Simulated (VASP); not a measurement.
A run of VASP 6.6.1:

File INCAR:

```
SYSTEM = KF
ALGO = Normal
EDIFF = 1E-6
ENCUT = 520
GGA = PE
ISIF = 2
ISMEAR = 0
LASPH = .TRUE.
LCHARG = .TRUE.
LELF = .TRUE.
LREAL = .FALSE.
LVHAR = .TRUE.
LWAVE = .FALSE.
NBANDS = 15
NELM = 60
PREC = Accurate
SIGMA = 0.01
```

The input KPOINTS:

```
k-points
0
G
  4 4 4
  0 0 0
```

Contents of POSCAR:

```
KF
1.0
    3.1249810897      0.0000000000      0.0000000000
    0.0000000000      3.1249810897      0.0000000000
    0.0000000000      0.0000000000      3.1249810897
K F
1 1
Direct
    0.0000000000      0.0000000000      0.0000000000
    0.5000000000      0.5000000000      0.5000000000
```

Potentials or basis: VASP PAW PBE potentials, release 64 (K_sv, F).

Command:

```sh
$ cat potpaw_PBE.64/K_sv/POTCAR potpaw_PBE.64/F/POTCAR > POTCAR
$ mpirun -np 1 vasp_std > vasp.out
```

Hardware: 1 thread of Intel(R) Xeon(R) 6975P-C (Granite Rapids), with other jobs on the host.

How long does it take, and how much memory?

Wall time 2.9 s on 1 thread of Intel(R) Xeon(R) 6975P-C (Granite Rapids), on a shared host, peak memory 0.13 GiB. Counts: scf iterations 13, k points 10.
